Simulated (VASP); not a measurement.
# TiTe (rocksalt type) (Fm-3m) in VASP: a series of runs

The runs below take TiTe (rocksalt type) through single point, relaxation of cell and atoms, with LDA.

All numbers are computed with VASP 6.6.1; they aren't measurements. Logs are shortened: lines on timing, memory, paths and dates and some standing lists are left out, and cuts for length are marked.

## (1) The cell of the first run

The structure is cubic, space group Fm-3m (No. 225). The conventional cell has a = 5.512 Å, b = 5.512 Å, c = 5.512 Å, α = 90.00°, β = 90.00°, γ = 90.00°. Ti (site symmetry m-3m) has 6 Te at 2.76 Å within 3.6 Å. Te (site symmetry m-3m) has 6 Ti at 2.76 Å within 3.6 Å.

## (2) Single point, LDA

Contents of INCAR:

```
SYSTEM = TiTe
PREC = Accurate
ENCUT = 520
EDIFF = 1E-6
ISMEAR = -1
SIGMA = 0.05
LREAL = .False.
LASPH = .True.
NELM = 60
ALGO = Normal
ISIF = 2
LWAVE = .False.
LCHARG = .False.
NBANDS = 16
```

Contents of KPOINTS:

```
regular mesh
0
Gamma
  12 12 12
  0 0 0
```

Contents of POSCAR:

```
TiTe
1.0
    0.0000000000      2.7559423007      2.7559423007
    2.7559423007      0.0000000000      2.7559423007
    2.7559423007      2.7559423007      0.0000000000
Ti Te
1 1
Direct
    0.0000000000      0.0000000000      0.0000000000
    0.5000000000      0.5000000000      0.5000000000
```

Potentials or basis: VASP PAW LDA potentials, release 64 (Ti_sv, Te).

Run with:

```sh
> cat potpaw_LDA.64/Ti_sv/POTCAR potpaw_LDA.64/Te/POTCAR > POTCAR
> mpirun -np 1 vasp_std > vasp.out
```

OUTCAR:

```text
SYSTEM = TiTe
   PREC = Accurate
   ENCUT = 520
   EDIFF = 1E-6
   ISMEAR = -1
   LREAL = .False.
   LASPH = .True.
   NELM = 60
   ISIF = 2

 ion  position               nearest neighbor table
   1  0.000  0.000  0.000-   2 2.76   2 2.76   2 2.76   2 2.76   2 2.76   2 2.76
   2  0.500  0.500  0.500-   1 2.76   1 2.76   1 2.76   1 2.76   1 2.76   1 2.76

  LATTYP: Found a face centered cubic cell.
 ALAT       =     5.5118846014

  Lattice vectors:

 A1 = (   0.0000000000,   2.7559423007,   2.7559423007)
 A2 = (   2.7559423007,   0.0000000000,   2.7559423007)
 A3 = (   2.7559423007,   2.7559423007,   0.0000000000)

Analysis of symmetry for initial positions (statically):
=====================================================================
 Subroutine PRICEL returns:
 Original cell was already a primitive cell.

 Routine SETGRP: Setting up the symmetry group for a
 face centered cubic supercell.

 Subroutine GETGRP returns: Found 48 space group operations
 (whereof 48 operations were pure point group operations)
 out of a pool of 48 trial point group operations.

The static configuration has the point symmetry O_h .

Analysis of symmetry for dynamics (positions and initial velocities):
=====================================================================
 Subroutine PRICEL returns:
 Original cell was already a primitive cell.

 Routine SETGRP: Setting up the symmetry group for a
 face centered cubic supercell.

 Subroutine GETGRP returns: Found 48 space group operations
 (whereof 48 operations were pure point group operations)
 out of a pool of 48 trial point group operations.

The dynamic configuration has the point symmetry O_h .

 Subroutine INISYM returns: Found 48 space group operations
 (whereof 48 operations are pure point group operations),
 and found     1 'primitive' translations

----------------------------------------------------------------------------------------

                                     Primitive cell

  volume of cell :      41.8640

  direct lattice vectors                    reciprocal lattice vectors
     0.000000000  2.755942301  2.755942301    -0.181426150  0.181426150  0.181426150
     2.755942301  0.000000000  2.755942301     0.181426150 -0.181426150  0.181426150
     2.755942301  2.755942301  0.000000000     0.181426150  0.181426150 -0.181426150

  length of vectors
     3.897490979  3.897490979  3.897490979     0.314239309  0.314239309  0.314239309

  position of ions in fractional coordinates (direct lattice)
     0.000000000  0.000000000  0.000000000
     0.500000000  0.500000000  0.500000000

  ion indices of the primitive-cell ions
   primitive index   ion index
                 1           1
                 2           2

----------------------------------------------------------------------------------------

 KPOINTS: regular mesh

Automatic generation of k-mesh.
 Grid dimensions read from file:
 generate k-points for:   12   12   12

 Generating k-lattice:

  Cartesian coordinates                     Fractional coordinates (reciprocal lattice)
    -0.015118846  0.015118846  0.015118846     0.083333333  0.000000000  0.000000000
     0.015118846 -0.015118846  0.015118846     0.000000000  0.083333333  0.000000000
     0.015118846  0.015118846 -0.015118846     0.000000000  0.000000000  0.083333333

  Length of vectors
     0.026186609  0.026186609  0.026186609

  Shift w.r.t. Gamma in fractional coordinates (k-lattice)
     0.000000000  0.000000000  0.000000000

 Subroutine IBZKPT returns following result:
 ===========================================

 Found     72 irreducible k-points:

 Following reciprocal coordinates:
            Coordinates               Weight
  0.000000  0.000000  0.000000      1.000000
  0.083333  0.000000  0.000000      8.000000
  0.166667  0.000000  0.000000      8.000000
  0.250000  0.000000  0.000000      8.000000
  0.333333  0.000000  0.000000      8.000000
  0.416667  0.000000  0.000000      8.000000
[... 16 lines left out ...]
  0.500000  0.166667  0.000000     24.000000
 -0.416667  0.166667  0.000000     24.000000
 [... further k-points ...]
   k-points           NKPTS =     72   k-points in BZ     NKDIM =     72   number of bands    NBANDS=     16
   number of dos      NEDOS =    301   number of ions     NIONS =      2
   total plane-waves  NPLWV =  27000
   dimension x,y,z NGX =    30 NGY =   30 NGZ =   30
   dimension x,y,z NGXF=    60 NGYF=   60 NGZF=   60
   ions per type =               1   1
   NGX,Y,Z   is equivalent  to a cutoff of  12.80, 12.80, 12.80 a.u.
   NGXF,Y,Z  is equivalent  to a cutoff of  25.59, 25.59, 25.59 a.u.
 SYSTEM =  TiTe
   PREC   = accura    normal or accurate (medium, high low for compatibility)
   ISTART =      0    job   : 0-new  1-cont  2-samecut
   ICHARG =      2    charge: 1-file 2-atom 10-const
   ISPIN  =      1    spin polarized calculation?
   LNONCOLLINEAR =      F non collinear calculations
   LSORBIT =      F    spin-orbit coupling
   LASPH  =      T    aspherical Exc in radial PAW
   ENCUT  =  520.0 eV  38.22 Ry    6.18 a.u.   7.25  7.25  7.25*2*pi/ulx,y,z
   NELM   =     60;   NELMIN=  2; NELMDL= -5     # of ELM steps
   EDIFF  = 0.1E-05   stopping-criterion for ELM
   LREAL  =      F    real-space projection
   EDIFFG = 0.1E-04   stopping-criterion for IOM
   NSW    =      0    number of steps for IOM
   IBRION =     -1    ionic relax: 0-MD 1-quasi-New 2-CG
   NFREE  =      0    steps in history (QN), initial steepest desc. (CG)
   ISIF   =      2    stress and relaxation
   ISYM   =      2    0-nonsym 1-usesym 2-fastsym
   POTIM  = 0.5000    time-step for ionic-motion
   TEBEG  =    0.0;   TEEND  =   0.0 temperature during run
   PSTRESS=    0.0 pullay stress
   NELECT =      18.0000    total number of electrons
   NUPDOWN=      -1.0000    fix difference up-down
   EMIN   =  10.00;   EMAX   =-10.00  energy-range for DOS
   EFERMI =   0.00;   METHOD = LEGACY
   ISMEAR =    -1;   SIGMA  =   0.05  broadening in eV -4-tet -1-fermi 0-gaus
   EFERMI_NEDOS =   21; number of points for ismear=-14 and -15
   IALGO  =     38    algorithm
   IMIX   =      4    mixing-type and parameters
     AMIX     =   0.40;   BMIX     =  1.00
     AMIX_MAG =   1.60;   BMIX_MAG =  1.00
  volume/ion in A,a.u.               =      20.93       141.26
  Fermi-wavevector in a.u.,A,eV,Ry     =   1.235622  2.334987 20.772846  1.526761
  Thomas-Fermi vector in A             =   2.370264
   LORBIT       =      0    0 simple, 1 ext, 2 COOP (PROOUT), +10 PAW based schemes
   GGA     = CA    functional components
   LHFCALC =     F    Hartree Fock is set to
   AEXX    =    0.0000 exact exchange contribution
   IVDW    =     0    specifies the selected vdW correction
   LEPSILON=     F    determine dielectric tensor
   LRPA    =     F    only Hartree local field effects (RPA)
 non-spin polarized calculation
  energy-cutoff  :      520.00
  volume of cell :       41.86
 maximum number of plane-waves:      1158
 NGX is ok and might be reduce to    30
   NGX = 15   NGY = 15   NGZ = 15

 number of electron      17.9999996 magnetization

 Free energy of the ion-electron system (eV)
  ---------------------------------------------------
  ext. energy  EPLUGINS =         0.00000000
  ---------------------------------------------------
  free energy    TOTEN  =       -13.18822894 eV

  energy without entropy =      -13.16499687  energy(sigma->0) =      -13.17661290

 E-fermi :  10.0226     XC(G=0): -11.1473

 val. band max:       10.0125970020   @ k =   0.3333   0.1667   0.0833
 cond. band min:      10.0227365229   @ k =  -0.1667   0.1667   0.0000
 fundamental gap:      0.0101395209
 Fermi energy:        10.0225960776

 k-point     1 :       0.0000    0.0000    0.0000
  band No.  band energies     occupation
      1     -46.8510      2.00000
      2     -23.5390      2.00000
      3     -23.5390      2.00000
      4     -23.5390      2.00000
      5      -4.0999      2.00000
      6       8.8675      2.00000
[... 8 lines left out ...]
     15      16.7897      0.00000
     16      18.8823      0.00000

 k-point     2 :       0.0833    0.0000    0.0000
  band No.  band energies     occupation
      1     -46.8508      2.00000
      2     -23.5423      2.00000
      3     -23.5390      2.00000
      4     -23.5390      2.00000
      5      -4.0159      2.00000
      6       7.9377      2.00000
[... 8 lines left out ...]
     15      16.7076      0.00000
     16      18.7282      0.00000

 k-point     3 :       0.1667    0.0000    0.0000
  band No.  band energies     occupation
      1     -46.8502      2.00000
      2     -23.5514      2.00000
      3     -23.5392      2.00000
      4     -23.5392      2.00000
      5      -3.7719      2.00000
      6       6.5907      2.00000
[... 8 lines left out ...]
     15      16.7243      0.00000
     16      18.0632      0.00000

 k-point     4 :       0.2500    0.0000    0.0000
  band No.  band energies     occupation
      1     -46.8494      2.00000
      2     -23.5637      2.00000
      3     -23.5394      2.00000
      4     -23.5394      2.00000
      5      -3.3956      2.00000
      6       5.2290      2.00000
[... 8 lines left out ...]
     15      17.0851      0.00000
     16      17.0851      0.00000
[... 324 lines left out ...]
 k-point    22 :       0.4167    0.1667    0.0000
  band No.  band energies     occupation
      1     -46.8477      2.00000
      2     -23.5767      2.00000
      3     -23.5455      2.00000
      4     -23.5451      2.00000
      5      -2.6700      2.00000
      6       3.8741      2.00000
[... 8 lines left out ...]
     15      15.4354      0.00000
     16      17.3991      0.00000

 k-point    23 :       0.5000    0.1667    0.0000
  band No.  band energies     occupation
      1     -46.8473      2.00000
      2     -23.5824      2.00000
      3     -23.5476      2.00000
      4     -23.5438      2.00000
      5      -2.3769      2.00000
      6       3.3379      2.00000
[... 8 lines left out ...]
     15      15.7848      0.00000
     16      16.9730      0.00000

 k-point    24 :      -0.4167    0.1667    0.0000
  band No.  band energies     occupation
      1     -46.8472      2.00000
      2     -23.5829      2.00000
      3     -23.5496      2.00000
      4     -23.5420      2.00000
      5      -2.3213      2.00000
      6       3.2422      2.00000
[... 8 lines left out ...]
     15      16.1727      0.00000
     16      16.5626      0.00000

 [... further k-points ...]

------------------------ aborting loop because EDIFF is reached ----------------------------------------

  FORCE on cell =-STRESS in cart. coord.  units (eV):
  Direction    XX          YY          ZZ          XY          YZ          ZX
  --------------------------------------------------------------------------------------
  -------------------------------------------------------------------------------------
  Total        0.0507777      0.0507777      0.0507777      0.0000000     -0.0000000     -0.0000000
  in kB        1.9433139      1.9433139      1.9433139      0.0000000     -0.0000000     -0.0000000
  external PRESSURE =       1.9433139 kB  Pullay stress =       0.0000000 kB

 VOLUME and BASIS-vectors are now :
 -----------------------------------------------------------------------------
  energy-cutoff  :      520.00
  volume of cell :       41.86
      direct lattice vectors                 reciprocal lattice vectors
     0.000000000  2.755942301  2.755942301    -0.181426150  0.181426150  0.181426150
     2.755942301  0.000000000  2.755942301     0.181426150 -0.181426150  0.181426150
     2.755942301  2.755942301  0.000000000     0.181426150  0.181426150 -0.181426150

 POSITION                                       TOTAL-FORCE (eV/Angst)
 -----------------------------------------------------------------------------------
      0.00000      0.00000      0.00000        -0.000000     -0.000000     -0.000000
      2.75594      2.75594      2.75594         0.000000      0.000000      0.000000
 -----------------------------------------------------------------------------------
    total drift:                               -0.000000      0.000000      0.000000

  FREE ENERGIE OF THE ION-ELECTRON SYSTEM (eV)
  ---------------------------------------------------
  free  energy   TOTEN  =       -13.1882289370 eV

  energy  without entropy=      -13.1649968674  energy(sigma->0) =      -13.17661290
```

Wall time 38 s (1 thread of Intel Xeon Platinum 8375C at 2.90GHz (Ice Lake), shared host); peak memory 0.18 GiB.

Results:

| Property | Result |
| --- | --- |
| Free energy | -13.1882 eV |
| Pressure | 0.2 GPa |
| Band gap on the k mesh | zero (bands 9 and 10 overlap by 1.25 eV) |

Caveat: spin-orbit coupling is left out, which moves the levels of the heavy elements.

## (3) Single point, LDA

Contents of INCAR:

```
ALGO = Normal
EDIFF = 1E-6
ENCUT = 520
GGA = CA
ISIF = 2
ISMEAR = -1
LASPH = T
LCHARG = T
LELF = T
LREAL = F
LVHAR = T
LWAVE = F
NBANDS = 16
NELM = 100
PREC = Accurate
SIGMA = 0.05
```

Contents of KPOINTS:

```
k-points
0
Gamma
  12 12 12
```

POSCAR is that of step 2.

Potentials or basis: VASP PAW LDA potentials, release 64 (Ti_sv, Te).

Run with:

```sh
> cat potpaw_LDA.64/Ti_sv/POTCAR potpaw_LDA.64/Te/POTCAR > POTCAR
> mpirun -np 1 vasp_std > vasp.out
```

It took 38 s on 1 thread of Intel Xeon Platinum 8375C at 2.90GHz (Ice Lake), shared host; peak memory 0.18 GiB.

It converged, with:

```yaml
Free_energy: -13.1882 eV
Pressure: 0.2 GPa
Band_gap_on_the_k_mesh: zero (bands 9 and 10 overlap by 1.25 eV)
```

Levels at points of the mesh, in eV from the Fermi level:
```
           k point  band 7  band 8  band 9  band 10  band 11  band 12
(0.00, 0.00, 0.00)   -1.16   -1.16   -0.84    -0.84    -0.84    -0.50
(0.50, 0.00, 0.00)   -3.96   -3.96    0.40     0.40     0.72     2.50
(0.50, 0.50, 0.00)   -3.30   -3.30   -2.23     0.07     0.83     0.83
```

Caveat: spin-orbit coupling is left out, which moves the levels of the heavy elements.

[end of part 1 of 2]
